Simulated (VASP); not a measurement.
Here is a VASP 6.6.1 calculation.

INCAR

```
ALGO = Normal
EDIFF = 1E-8
ENCUT = 520
IBRION = 8
ISIF = 2
ISMEAR = -1
LASPH = True
LCHARG = False
LREAL = False
LWAVE = False
NELM = 80
NSW = 1
PREC = Accurate
SIGMA = 0.15
```

KPOINTS

```
k-points
0
Gamma
  12 12 12
```

POSCAR

```
AlCu3
1.0
    3.5895784883      0.0000000000      0.0000000000
    0.0000000000      3.5895784883      0.0000000000
    0.0000000000      0.0000000000      3.5895784883
Al Cu
1 3
Direct
    0.0000000000      0.0000000000      0.0000000000
    0.5000000000      0.5000000000      0.0000000000
    0.5000000000      0.0000000000      0.5000000000
    0.0000000000      0.5000000000      0.5000000000
```

Potentials or basis: VASP PAW LDA potentials, release 64 (Al, Cu).

The run is started by

```sh
$ cat potpaw_LDA.64/Al/POTCAR potpaw_LDA.64/Cu/POTCAR > POTCAR
$ mpirun -np 1 vasp_std > vasp.out
```

Question: Predict the highest phonon frequency at Γ.

Answer: 313 cm⁻¹.

Phonon frequencies in cm⁻¹ (negative: imaginary):
```tsv
q point	frequencies
(0.000, 0.000, 0.000)	-1 -1 -1 167 167 167 203 203 203 313 313 313
```
